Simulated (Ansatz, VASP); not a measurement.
# Rh: VASP beside Ansatz

INCAR

```
ALGO = Fast
EDIFF = 1E-6
ENCUT = 520
GGA = PS
ISIF = 2
ISMEAR = 0
LASPH = T
LCHARG = F
LREAL = F
LWAVE = F
NBANDS = 22
NELM = 100
PREC = Accurate
SIGMA = 0.15
```

File KPOINTS:

```
k-points
0
Gamma
  18 18 12
```

Contents of POSCAR:

```
Rh
1.0
    2.5261556141      0.0000000000      0.0000000000
   -1.2630778070      2.3650972278      0.0000000000
    0.0000000000      0.0000000000      4.4284890000
Rh
2
Direct
    0.6666666667      0.3333333333      0.7500000000
    0.3333333333      0.6666666667      0.2500000000
```

Input for Ansatz:

```yaml
crystal:
  lattice:
    - [2.5261556141, 0.0, 0.0]
    - [-1.263077807, 2.3650972278, 0.0]
    - [0.0, 0.0, 4.428489]
  atoms:
    - { symbol: Rh, position: [0.6666666667, 0.3333333333, 0.75] }
    - { symbol: Rh, position: [0.3333333333, 0.6666666667, 0.25] }
basis:
  ecutwfc: 420
kpoints:
  mp_grid: { grid: [18, 18, 12] }
hamiltonian:
  xc: pbesol
scf:
  occupations: { method: gaussian, width: 0.15 }
output:
  forces: true
  stress: true
  eigenvalues: true
```

Change from the starting cell: strain -0.0750 x Voigt [1, 0, 0, 0, 0, 0], atoms carried along.

Alike in both runs: task single point; functional PBEsol; k mesh 18 × 18 × 12; occupations gaussian, width 0.15 eV; no spin polarisation.

|  | VASP | Ansatz |
| --- | --- | --- |
| version | VASP 6.6.1 | Ansatz 0.2.0 |
| potentials or method | VASP PAW PBE potentials, release 64 (Rh_pv), cutoff 520 eV | scalar-relativistic, plane waves, PAW |
| valence electrons in the cell | 30 | 34 |

|  | VASP | Ansatz | Ansatz less VASP |
| --- | --- | --- | --- |
| gap on the k mesh at the Fermi level (eV) | none | none | - |
| pressure (GPa) | 9.6 | 9.7 | +0.10 |
| traceless stress, the component that is largest in VASP (GPa) | 22.11 | 22.12 | +0.020 |
| rms of the force components (eV/Å) | 0.109 | 0.109 | -0.0003 |

VASP's potentials were made for PBE, not for PBEsol. Atom by atom the forces differ by 0.000 eV/Å (rms over components). A gap of «none» marks a metal or a gap that the smearing closes. With one functional, cell and mesh, what is left measures potentials, basis and numerics. VASP's potentials hold 30 valence electrons a cell and Ansatz's 34, so a difference there can come from the potentials and not from the codes.
